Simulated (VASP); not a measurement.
A run of VASP 6.6.1:

Contents of INCAR:

```
SYSTEM = AlRu
PREC = Accurate ; ENCUT = 520
EDIFF = 1E-6 ; ISMEAR = 0
SIGMA = 0.15 ; LREAL = .FALSE.
LASPH = .TRUE. ; NELM = 80
ALGO = Fast ; ISIF = 2
LWAVE = .FALSE. ; LCHARG = .FALSE.
GGA = PE ; NBANDS = 16
```

The input KPOINTS:

```
Automatic mesh
0
G
  16 16 16
  0 0 0
```

Contents of POSCAR:

```
AlRu
1.0
    2.9467260000      0.0000000000      0.0000000000
    0.0000000000      2.9467260000      0.0000000000
    0.0000000000      0.0000000000      2.9018520000
Al Ru
1 1
Direct
    0.0000000000      0.0000000000      0.0000000000
    0.5000000000      0.5000000000      0.5000000000
```

Potentials or basis: VASP PAW PBE potentials, release 64 (Al, Ru_pv).

Command:

```bash
$ cat potpaw_PBE.64/Al/POTCAR potpaw_PBE.64/Ru_pv/POTCAR > POTCAR
$ mpirun -np 1 vasp_std > vasp.out
```

Hardware: 1 thread of Intel(R) Xeon(R) 6975P-C (Granite Rapids), on a shared host.

Question: Estimate the wall time of this run.

Answer: Wall time 38 s on 1 thread of Intel(R) Xeon(R) 6975P-C (Granite Rapids), with other jobs on the host, peak memory 0.26 GiB. Counts: scf iterations 13, k points 405.
